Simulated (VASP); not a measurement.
BAs:

```
CELL_PARAMETERS angstrom
0.00000 2.38850 2.38850
2.38850 0.00000 2.38850
2.38850 2.38850 0.00000
ATOMIC_POSITIONS crystal
B 0.00000 0.00000 0.00000
As 0.25000 0.25000 0.25000
```

* Program: VASP 6.6.1
* Task: relaxation of cell and atoms
* Functional: RPBE
* Potentials or basis: VASP PAW PBE potentials, release 64 (B, As)
* Cutoff: 600 eV
* k mesh: 8 × 8 × 8
* Occupations: gaussian, width 0.01 eV
* Spin: no spin polarisation

At the start: pressure 6.0 GPa; volume 13.63 Å³/atom.

Task: How do energy, volume and symmetry change on relaxing?

Result: Over 3 steps the energy falls by 10.9 meV/atom and the volume is 14.23 Å³/atom (+4.5 %); space group F-43m (No. 216, to 0.05 Å).

The path:
```
step  energy change (eV)  largest force (eV/Å)  pressure (GPa)  volume (Å³)
   1              0.0000                0.0000            5.99        27.25
   2             -0.0126                0.0000           -3.43        29.31
   3             -0.0219                0.0000            0.00        28.47
```

Final structure:
```yaml
crystal:
  lattice:
    - [0.00000, 2.42353, 2.42353]
    - [2.42353, 0.00000, 2.42353]
    - [2.42353, 2.42353, 0.00000]
  atoms:
    - { symbol: B, position: [0.00000, 0.00000, 0.00000] }
    - { symbol: As, position: [0.25000, 0.25000, 0.25000] }
```

Caveat: the PAW data sets were made with another functional, which shifts forces and pressure a little.
